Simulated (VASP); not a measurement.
A run of VASP 6.6.1 is set up as follows.

The input POSCAR:

```
Te
1.0
    6.1700824226      0.0000000000      0.0000000000
    0.0000000000      6.1700824226      0.0000000000
    0.0000000000      0.0000000000      6.1700824226
Te
8
Direct
    1.0000000000      0.0000000000      1.0000000000
    0.5000000000      0.5000000000      0.5000000000
    0.2500000000      1.0000000000      0.5000000000
    0.7500000000      1.0000000000      0.5000000000
    0.5000000000      0.2500000000      0.0000000000
    0.5000000000      0.7500000000      0.0000000000
    1.0000000000      0.5000000000      0.2500000000
    1.0000000000      0.5000000000      0.7500000000
```

INCAR.step1

```
  PREC = Accurate
  ENCUT = 520
  ISMEAR = -1
  SIGMA = 0.1
  LREAL = F
  LASPH = T
  NELM = 60
  NBANDS = 34
  GGA = PE
  ALGO = Normal
  EDIFF = 1E-4
  LWAVE = T
  LCHARG = F
```

The input INCAR.step2:

```
  PREC = Accurate
  ENCUT = 520
  EDIFF = 1E-6
  ISMEAR = -1
  SIGMA = 0.1
  LREAL = F
  LASPH = T
  NELM = 60
  ALGO = Normal
  ISIF = 2
  LWAVE = F
  LCHARG = T
  METAGGA = R2SCAN
  LMIXTAU = T
  LELF = T
  LVHAR = T
  NBANDS = 34
  ISTART = 1
```

Contents of KPOINTS:

```
regular mesh
0
Gamma
  6 6 6
```

Potentials or basis: VASP PAW PBE potentials, release 64 (Te).

Command:

```bash
$ cat potpaw_PBE.64/Te/POTCAR > POTCAR
$ cp INCAR.step1 INCAR
$ mpirun -np 1 vasp_std > vasp.out
$ cp INCAR.step2 INCAR
$ mpirun -np 1 vasp_std > vasp.out
```

Task: What does it give for the band gap on the k mesh?

Result: Zero (band 24 reaches 7.82 eV, above the bottom of band 25 at 6.39 eV).

Task: What does it give for the pressure?

Result: -0.4 GPa.

Caveat: the PAW data sets were made with another functional, which shifts forces and pressure a little; spin-orbit coupling is left out, which moves the levels of the heavy elements.
